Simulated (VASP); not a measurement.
# SiO2 (P4_2/mnm) in VASP: further runs

SiO2 is run at these levels: r2SCAN; tasks: single point.

Everything below comes from runs of VASP 6.6.1. Logs are shortened: lines on timing, memory, paths and dates and some standing lists are left out, and cuts for length are marked.

### 1 The cell of the first run

It takes space group P4_2/mnm (No. 136, tetragonal). The conventional cell has a = 4.520 Å, b = 4.520 Å, c = 2.562 Å, α = 90.00°, β = 90.00°, γ = 90.00°. Si (site symmetry mmm) has 6 O at 1.78 to 1.96 Å within 2.4 Å. Within 2.4 Å of O (site symmetry m2m) lie 3 Si at 1.78 to 1.96 Å.

### 2 Single point, r2SCAN (strain +0.080 along x and y, -0.040 along z)

Contents of POSCAR:

```
SiO2
1.0
    4.5202385623      0.0000000000      0.0000000000
    0.0000000000      4.5202385623      0.0000000000
    0.0000000000      0.0000000000      2.5619951744
Si O
2 4
Direct
    0.5000000000      0.5000000000      0.5000000000
    0.0000000000      0.0000000000      0.0000000000
    0.6938852014      0.6938852014      0.0000000000
    0.1938852014      0.8061147986      0.5000000000
    0.3061147986      0.3061147986      0.0000000000
    0.8061147986      0.1938852014      0.5000000000
```

Contents of INCAR.step1:

```
SYSTEM = SiO2
ALGO     = Normal         ! electronic algorithm
EDIFF    = 1E-4           ! SCF threshold, eV
ENCUT    = 520            ! plane-wave cutoff, eV
GGA      = PE             ! functional
ISMEAR   = 0              ! smearing method
LASPH    = .True.         ! aspherical terms in the spheres
LCHARG   = .False.        ! write CHGCAR
LREAL    = .False.        ! projectors in reciprocal space
LWAVE    = .True.         ! write WAVECAR
NBANDS   = 25             ! bands
NELM     = 80             ! most SCF steps
PREC     = Accurate       ! precision mode
SIGMA    = 0.05           ! smearing width, eV
```

Contents of INCAR.step2:

```
SYSTEM = SiO2
ALGO     = Normal         ! electronic algorithm
EDIFF    = 1E-7           ! SCF threshold, eV
ENCUT    = 520            ! plane-wave cutoff, eV
ISIF     = 2              ! what is computed and relaxed
ISMEAR   = 0              ! smearing method
ISTART   = 1            
LASPH    = .True.         ! aspherical terms in the spheres
LCHARG   = .True.         ! write CHGCAR
LELF     = .True.         ! ELF
LMIXTAU  = .True.       
LREAL    = .False.        ! projectors in reciprocal space
LVHAR    = .True.       
LWAVE    = .False.        ! write WAVECAR
METAGGA  = R2SCAN         ! meta-GGA
NBANDS   = 25             ! bands
NELM     = 80             ! most SCF steps
PREC     = Accurate       ! precision mode
SIGMA    = 0.05           ! smearing width, eV
```

Contents of KPOINTS:

```
k-points
0
Gamma
  6 6 8
  0 0 0
```

Potentials or basis: VASP PAW PBE potentials, release 64 (Si, O).

Launch:

```
> cat potpaw_PBE.64/Si/POTCAR potpaw_PBE.64/O/POTCAR > POTCAR
> cp INCAR.step1 INCAR
> mpirun -np 1 vasp_std > vasp.out
> cp INCAR.step2 INCAR
> mpirun -np 1 vasp_std > vasp.out
```

OUTCAR:

```text
SYSTEM = SiO2
   EDIFF = 1E-7
   ENCUT = 520
   ISIF = 2
   ISMEAR = 0
   ISTART = 1
   LASPH = .True.
   LREAL = .False.
   METAGGA = R2SCAN
   NELM = 80
   PREC = Accurate

 ion  position               nearest neighbor table
   1  0.500  0.500  0.500-   3 1.78   5 1.78   3 1.78   5 1.78   4 1.96   6 1.96
   2  0.000  0.000  0.000-   4 1.78   6 1.78   4 1.78   6 1.78   5 1.96   3 1.96
   3  0.694  0.694  0.000-   1 1.78   1 1.78   2 1.96
   4  0.194  0.806  0.500-   2 1.78   2 1.78   1 1.96
   5  0.306  0.306  0.000-   1 1.78   1 1.78   2 1.96
   6  0.806  0.194  0.500-   2 1.78   2 1.78   1 1.96

  LATTYP: Found a simple tetragonal cell.
 ALAT       =     4.5202385623
 C/A-ratio  =     0.5667831773

  Lattice vectors:

 A1 = (   4.5202385623,   0.0000000000,   0.0000000000)
 A2 = (   0.0000000000,   4.5202385623,   0.0000000000)
 A3 = (   0.0000000000,   0.0000000000,   2.5619951744)

Analysis of symmetry for initial positions (statically):
=====================================================================
 Subroutine PRICEL returns:
 Original cell was already a primitive cell.

 Routine SETGRP: Setting up the symmetry group for a
 simple tetragonal supercell.

 Subroutine GETGRP returns: Found 16 space group operations
 (whereof  8 operations were pure point group operations)
 out of a pool of 16 trial point group operations.

The static configuration has the point symmetry D_2h.
 The point group associated with its full space group is D_4h.

Analysis of symmetry for dynamics (positions and initial velocities):
=====================================================================
 Subroutine PRICEL returns:
 Original cell was already a primitive cell.

 Routine SETGRP: Setting up the symmetry group for a
 simple tetragonal supercell.

 Subroutine GETGRP returns: Found 16 space group operations
 (whereof  8 operations were pure point group operations)
 out of a pool of 16 trial point group operations.

The dynamic configuration has the point symmetry D_2h.
 The point group associated with its full space group is D_4h.

 Subroutine INISYM returns: Found 16 space group operations
 (whereof  8 operations are pure point group operations),
 and found     1 'primitive' translations

----------------------------------------------------------------------------------------

                                     Primitive cell

  volume of cell :      52.3481

  direct lattice vectors                    reciprocal lattice vectors
     4.520238562  0.000000000  0.000000000     0.221227262  0.000000000  0.000000000
     0.000000000  4.520238562  0.000000000     0.000000000  0.221227262  0.000000000
     0.000000000  0.000000000  2.561995174     0.000000000  0.000000000  0.390320798

  length of vectors
     4.520238562  4.520238562  2.561995174     0.221227262  0.221227262  0.390320798

  position of ions in fractional coordinates (direct lattice)
     0.500000000  0.500000000  0.500000000
     0.000000000  0.000000000  0.000000000
     0.693885201  0.693885201  0.000000000
     0.193885201  0.806114799  0.500000000
     0.306114799  0.306114799  0.000000000
     0.806114799  0.193885201  0.500000000

  ion indices of the primitive-cell ions
   primitive index   ion index
                 1           1
                 2           2
                 3           3
                 4           4
                 5           5
                 6           6

----------------------------------------------------------------------------------------

 KPOINTS: k-points

Automatic generation of k-mesh.
 Grid dimensions read from file:
 generate k-points for:    6    6    8

 Generating k-lattice:

  Cartesian coordinates                     Fractional coordinates (reciprocal lattice)
     0.036871210  0.000000000  0.000000000     0.166666667  0.000000000  0.000000000
     0.000000000  0.036871210  0.000000000     0.000000000  0.166666667  0.000000000
     0.000000000  0.000000000  0.048790100     0.000000000  0.000000000  0.125000000

  Length of vectors
     0.036871210  0.036871210  0.048790100

  Shift w.r.t. Gamma in fractional coordinates (k-lattice)
     0.000000000  0.000000000  0.000000000

 Subroutine IBZKPT returns following result:
 ===========================================

 Found     50 irreducible k-points:

 Following reciprocal coordinates:
            Coordinates               Weight
  0.000000  0.000000  0.000000      1.000000
  0.166667  0.000000  0.000000      4.000000
  0.333333  0.000000  0.000000      4.000000
  0.500000  0.000000  0.000000      2.000000
  0.166667  0.166667  0.000000      4.000000
  0.333333  0.166667  0.000000      8.000000
[... 16 lines left out ...]
  0.333333  0.000000  0.250000      8.000000
  0.500000  0.000000  0.250000      4.000000
 [... further k-points ...]
   k-points           NKPTS =     50   k-points in BZ     NKDIM =     50   number of bands    NBANDS=     25
[... 31 lines left out ...]
   EFERMI =   0.00;   METHOD = LEGACY
   ISMEAR =     0;   SIGMA  =   0.05  broadening in eV -4-tet -1-fermi 0-gaus
   EFERMI_NEDOS =   21; number of points for ismear=-14 and -15
   IALGO  =     38    algorithm
   IMIX   =      4    mixing-type and parameters
     AMIX     =   0.40;   BMIX     =  1.00
     AMIX_MAG =   1.60;   BMIX_MAG =  1.00
  volume/ion in A,a.u.               =       8.72        58.88
  Fermi-wavevector in a.u.,A,eV,Ry     =   1.389391  2.625568 26.264787  1.930407
  Thomas-Fermi vector in A             =   2.513426
   LORBIT       =      0    0 simple, 1 ext, 2 COOP (PROOUT), +10 PAW based schemes
   METAGGA = R2SCAN    functional components
   LHFCALC =     F    Hartree Fock is set to
   AEXX    =    0.0000 exact exchange contribution
   IVDW    =     0    specifies the selected vdW correction
   LEPSILON=     F    determine dielectric tensor
   LRPA    =     F    only Hartree local field effects (RPA)
 non-spin polarized calculation
 Gauss-broadening in eV      SIGMA  =   0.05
  energy-cutoff  :      520.00
  volume of cell :       52.35
 maximum number of plane-waves:      1448
 NGX is ok and might be reduce to    36
   NGX = 17   NGY = 17   NGZ =  9

 number of electron      32.0000017 magnetization

 Free energy of the ion-electron system (eV)
  ---------------------------------------------------
  ext. energy  EPLUGINS =         0.00000000
  ---------------------------------------------------
  free energy    TOTEN  =       -57.73915707 eV

  energy without entropy =      -57.73915707  energy(sigma->0) =      -57.73915707

 E-fermi :   6.2450     XC(G=0): -12.2257

 val. band max:        6.0145789661   @ k =   0.0000   0.0000   0.0000
 cond. band min:      10.7961696188   @ k =   0.0000   0.0000   0.0000
 fundamental gap:      4.7815906526
 Fermi energy:         6.2450473089

 k-point     1 :       0.0000    0.0000    0.0000
  band No.  band energies     occupation
      1     -16.3522      2.00000
      2     -13.5364      2.00000
      3     -13.5364      2.00000
      4     -13.5123      2.00000
      5      -4.2792      2.00000
      6      -0.2008      2.00000
[... 17 lines left out ...]
     24      19.8126      0.00000
     25      20.4417      0.00000

 k-point     2 :       0.1667    0.0000    0.0000
  band No.  band energies     occupation
      1     -16.2383      2.00000
      2     -14.0886      2.00000
      3     -13.4834      2.00000
      4     -13.1774      2.00000
      5      -4.1062      2.00000
      6      -0.8684      2.00000
[... 17 lines left out ...]
     24      20.0065      0.00000
     25      20.5918      0.00000

 k-point     3 :       0.3333    0.0000    0.0000
  band No.  band energies     occupation
      1     -15.9071      2.00000
      2     -14.7534      2.00000
      3     -13.3443      2.00000
      4     -13.0844      2.00000
      5      -3.6138      2.00000
      6      -1.9076      2.00000
[... 552 lines left out ...]
 k-point    23 :       0.3333    0.0000    0.2500
  band No.  band energies     occupation
      1     -15.1232      2.00000
      2     -14.1389      2.00000
      3     -12.9423      2.00000
      4     -12.7970      2.00000
      5      -2.9699      2.00000
      6      -1.2461      2.00000
[... 17 lines left out ...]
     24      20.4142      0.00000
     25      20.8206      0.00000

 k-point    24 :       0.5000    0.0000    0.2500
  band No.  band energies     occupation
      1     -14.6765      2.00000
      2     -14.6765      2.00000
      3     -12.8418      2.00000
      4     -12.8418      2.00000
      5      -2.1612      2.00000
      6      -2.1612      2.00000
[... 17 lines left out ...]
     24      20.4338      0.00000
     25      20.8131      0.00000

 [... further k-points ...]

------------------------ aborting loop because EDIFF is reached ----------------------------------------

  FORCE on cell =-STRESS in cart. coord.  units (eV):
  Direction    XX          YY          ZZ          XY          YZ          ZX
  --------------------------------------------------------------------------------------
  -------------------------------------------------------------------------------------
  Total      -12.5347375    -12.5347375      2.7695345      0.0000000      0.0000000      0.0000000
  in kB     -383.6408153   -383.6408153     84.7649569      0.0000000      0.0000000      0.0000000
  external PRESSURE =    -227.5055579 kB  Pullay stress =       0.0000000 kB

 VOLUME and BASIS-vectors are now :
 -----------------------------------------------------------------------------
  energy-cutoff  :      520.00
  volume of cell :       52.35
      direct lattice vectors                 reciprocal lattice vectors
     4.520238562  0.000000000  0.000000000     0.221227262  0.000000000  0.000000000
     0.000000000  4.520238562  0.000000000     0.000000000  0.221227262  0.000000000
     0.000000000  0.000000000  2.561995174     0.000000000  0.000000000  0.390320798

 POSITION                                       TOTAL-FORCE (eV/Angst)
 -----------------------------------------------------------------------------------
      2.26012      2.26012      1.28100         0.000000      0.000000      0.000000
      0.00000      0.00000      0.00000         0.000000      0.000000      0.000000
      3.13653      3.13653      0.00000        -1.393621     -1.393621      0.000000
      0.87641      3.64383      1.28100        -1.393621      1.393621     -0.000000
      1.38371      1.38371      0.00000         1.393621      1.393621     -0.000000
      3.64383      0.87641      1.28100         1.393621     -1.393621      0.000000
 -----------------------------------------------------------------------------------
    total drift:                                0.000000      0.000000      0.000000

  FREE ENERGIE OF THE ION-ELECTRON SYSTEM (eV)
  ---------------------------------------------------
  free  energy   TOTEN  =       -57.7391570676 eV

  energy  without entropy=      -57.7391570676  energy(sigma->0) =      -57.73915707
```

Run time: 92 s. Hardware: 1 thread of Intel Xeon 6975P-C (Granite Rapids), shared host; peak memory 0.19 GiB.

What came out:

| Property | Result |
| --- | --- |
| Free energy | -57.7392 eV |
| Pressure | -22.8 GPa |
| Largest force | 1.971 eV/Å |
| Band gap on the k mesh | 4.78 eV, direct |

Forces on the atoms (eV/Å):
```
Si   0.000  0.000  0.000
Si   0.000  0.000  0.000
O   -1.394 -1.394  0.000
O   -1.394  1.394  0.000
O    1.394  1.394  0.000
O    1.394 -1.394  0.000
```

Stress tensor (GPa, compression positive):
```
-38.36   0.00   0.00
  0.00 -38.36   0.00
  0.00   0.00   8.48
```

Levels at points of the mesh, in eV from the valence-band top:
| k point | band 12 | band 13 | band 14 | band 15 | band 16 | band 17 | band 18 | band 19 | band 20 | band 21 |
| --- | --- | --- | --- | --- | --- | --- | --- | --- | --- | --- |
| (0.00, 0.00, 0.00) | -2.03 | -1.63 | -0.88 | -0.88 | 0.00 | 4.78 | 9.17 | 9.73 | 9.73 | 11.59 |
| (0.50, 0.00, 0.00) | -2.89 | -1.75 | -1.75 | -1.06 | -1.06 | 7.54 | 7.54 | 10.78 | 10.78 | 11.04 |
| (0.50, 0.50, 0.00) | -2.17 | -2.17 | -2.17 | -2.08 | -2.08 | 7.83 | 7.83 | 11.31 | 11.31 | 11.73 |
| (0.00, 0.00, 0.50) | -4.23 | -2.18 | -2.18 | -2.14 | -2.14 | 8.41 | 8.41 | 11.68 | 11.68 | 12.13 |
| (0.50, 0.00, 0.50) | -3.44 | -2.05 | -2.05 | -1.39 | -1.39 | 8.33 | 8.33 | 8.80 | 8.80 | 12.90 |
| (0.50, 0.50, 0.50) | -4.17 | -1.64 | -1.64 | -1.23 | -1.23 | 6.52 | 6.52 | 10.74 | 10.74 | 11.88 |

Caveat: the cell differs from its parent crystal (strain +0.080 along x and y, -0.040 along z); the PAW data sets were made with another functional, which shifts forces and pressure a little. A k mesh can miss the band edges.

### 3 Single point, r2SCAN (strain +0.040 along x and y, +0.040 along z)

POSCAR, as its differences from that of step 2:

```diff
@@ -2,5 +2,5 @@
 1.0
-    4.5202385623      0.0000000000      0.0000000000
-    0.0000000000      4.5202385623      0.0000000000
-    0.0000000000      0.0000000000      2.5619951744
+    4.3528223192      0.0000000000      0.0000000000
+    0.0000000000      4.3528223192      0.0000000000
+    0.0000000000      0.0000000000      2.7754947722
 Si O
```

Contents of INCAR.step1:

```
SYSTEM = SiO2
ALGO = Normal ; EDIFF = 1E-4
ENCUT = 520 ; GGA = PE
ISMEAR = 0 ; LASPH = .TRUE.
LCHARG = .FALSE. ; LREAL = .FALSE.
LWAVE = .TRUE. ; NBANDS = 25
NELM = 100 ; PREC = Accurate
SIGMA = 0.05
```

Contents of INCAR.step2:

```
SYSTEM = SiO2
ALGO = Normal ; EDIFF = 1E-7
ENCUT = 520 ; ISIF = 2
ISMEAR = 0 ; ISTART = 1
LASPH = .TRUE. ; LCHARG = .FALSE.
LMIXTAU = .TRUE. ; LREAL = .FALSE.
LWAVE = .FALSE. ; METAGGA = R2SCAN
NBANDS = 25 ; NELM = 100
PREC = Accurate ; SIGMA = 0.05
```

Contents of KPOINTS:

```
k-points
0
G
  6 6 8
  0 0 0
```

Potentials or basis: VASP PAW PBE potentials, release 64 (Si, O).

Launch:

```
> cat potpaw_PBE.64/Si/POTCAR potpaw_PBE.64/O/POTCAR > POTCAR
> cp INCAR.step1 INCAR
> mpirun -np 1 vasp_std > vasp.out
> cp INCAR.step2 INCAR
> mpirun -np 1 vasp_std > vasp.out
```

It took 86 s on 1 thread of Intel Xeon 6975P-C (Granite Rapids), shared host; peak memory 0.19 GiB.

It converged, with:

```
Free energy            : -58.1828 eV
Pressure               : -30.8 GPa
Largest force          : 0.698 eV/Å
Band gap on the k mesh : 4.44 eV, direct
```

Forces on the atoms (eV/Å):
```
Si   0.000  0.000  0.000
Si   0.000  0.000  0.000
O   -0.494 -0.494  0.000
O   -0.494  0.494  0.000
O    0.494  0.494  0.000
O    0.494 -0.494  0.000
```

Stress tensor (GPa, compression positive):
```
-28.73   0.00   0.00
  0.00 -28.73   0.00
  0.00   0.00 -35.02
```

Levels at points of the mesh, in eV from the valence-band top:
```csv
k point,band 14,band 15,band 16,band 17,band 18,band 19
"(0.00, 0.00, 0.00)",-0.81,-0.81,0.00,4.44,7.06,8.44
"(0.50, 0.00, 0.00)",-2.46,-0.95,-0.95,7.04,7.04,9.12
"(0.50, 0.50, 0.00)",-2.42,-1.95,-1.95,6.91,6.91,9.89
"(0.00, 0.00, 0.50)",-2.58,-2.31,-2.31,8.49,8.49,12.45
"(0.50, 0.00, 0.50)",-2.04,-1.52,-1.52,8.40,8.40,9.55
"(0.50, 0.50, 0.50)",-1.57,-1.36,-1.36,6.68,6.68,11.04
```

Caveat: the cell differs from its parent crystal (strain +0.040 along x and y, +0.040 along z); the PAW data sets were made with another functional, which shifts forces and pressure a little.

### 4 Single point, r2SCAN (strain +0.080 along x and y, +0.000 along z)

POSCAR, as its differences from that of step 3:

```diff
@@ -2,5 +2,5 @@
 1.0
-    4.3528223192      0.0000000000      0.0000000000
-    0.0000000000      4.3528223192      0.0000000000
-    0.0000000000      0.0000000000      2.7754947722
+    4.5202385623      0.0000000000      0.0000000000
+    0.0000000000      4.5202385623      0.0000000000
+    0.0000000000      0.0000000000      2.6687449733
 Si O
```

Contents of INCAR.step1:

```
SYSTEM = SiO2
PREC = Accurate
ENCUT = 520
ISMEAR = 0
SIGMA = 0.05
LREAL = .FALSE.
LASPH = .TRUE.
NELM = 100
NBANDS = 25
GGA = PE
ALGO = Normal
EDIFF = 1E-4
LWAVE = .TRUE.
LCHARG = .FALSE.
```

Contents of INCAR.step2:

```
SYSTEM = SiO2
PREC = Accurate
ENCUT = 520
EDIFF = 1E-7
ISMEAR = 0
SIGMA = 0.05
LREAL = .FALSE.
LASPH = .TRUE.
NELM = 100
ALGO = Normal
ISIF = 2
LWAVE = .FALSE.
LCHARG = .FALSE.
METAGGA = R2SCAN
LMIXTAU = .TRUE.
NBANDS = 25
ISTART = 1
```

Contents of KPOINTS:

```
Automatic mesh
0
G
  6 6 8
  0 0 0
```

Launch:

```
> cat potpaw_PBE.64/Si/POTCAR potpaw_PBE.64/O/POTCAR > POTCAR
> cp INCAR.step1 INCAR
> mpirun -np 1 vasp_std > vasp.out
> cp INCAR.step2 INCAR
> mpirun -np 1 vasp_std > vasp.out
```

Run time: 90 s. Hardware: 1 thread of Intel Xeon 6975P-C (Granite Rapids), shared host; peak memory 0.19 GiB.

The run converged. Its results:

```yaml
Free_energy: -57.6612 eV
Pressure: -33.7 GPa
Largest_force: 1.805 eV/Å
Band_gap_on_the_k_mesh: 4.10 eV, direct
```

Forces on the atoms (eV/Å):
```
Si   0.000  0.000  0.000
Si   0.000  0.000  0.000
O   -1.276 -1.276  0.000
O   -1.276  1.276  0.000
O    1.276  1.276  0.000
O    1.276 -1.276  0.000
```

Stress tensor (GPa, compression positive):
```
-40.92   0.00   0.00
  0.00 -40.92   0.00
  0.00   0.00 -19.22
```

Levels at points of the mesh, in eV from the valence-band top:
```
           k point  band 13  band 14  band 15  band 16  band 17  band 18  band 19  band 20
(0.00, 0.00, 0.00)    -1.94    -0.84    -0.84     0.00     4.10     8.11     8.98     8.98
(0.50, 0.00, 0.00)    -2.00    -2.00    -0.99    -0.99     6.89     6.89     9.98     9.98
(0.50, 0.50, 0.00)    -2.18    -2.18    -2.00    -2.00     7.03     7.03    10.48    10.48
(0.00, 0.00, 0.50)    -2.19    -2.19    -2.14    -2.14     7.91     7.91    11.45    11.45
(0.50, 0.00, 0.50)    -1.99    -1.99    -1.39    -1.39     7.87     7.87     8.64     8.64
(0.50, 0.50, 0.50)    -1.58    -1.58    -1.24    -1.24     6.13     6.13    10.47    10.47
```

Caveat: the cell differs from its parent crystal (strain +0.080 along x and y, +0.000 along z); the PAW data sets were made with another functional, which shifts forces and pressure a little.

### 5 The runs side by side

```csv
cell,gap on the mesh (eV),pressure (GPa),largest force (eV/Å)
"a = 4.520, b = 4.520, c = 2.562 Å, 6 atoms",4.78,-22.8,1.97
"a = 4.353, b = 4.353, c = 2.775 Å, 6 atoms",4.44,-30.8,0.70
"a = 4.520, b = 4.520, c = 2.669 Å, 6 atoms",4.10,-33.7,1.80
```

Alike in all rows: task single point; level r2SCAN; potentials or basis VASP PAW PBE potentials, release 64 (Si, O); no spin polarisation; k mesh 6 × 6 × 8; cutoff (eV) 520; smearing gaussian 0.05 eV.

Caveats: the PAW data sets were made with another functional, which shifts forces and pressure a little.

Total energies depend on the potentials used, so only differences within one code and one set of settings carry meaning.
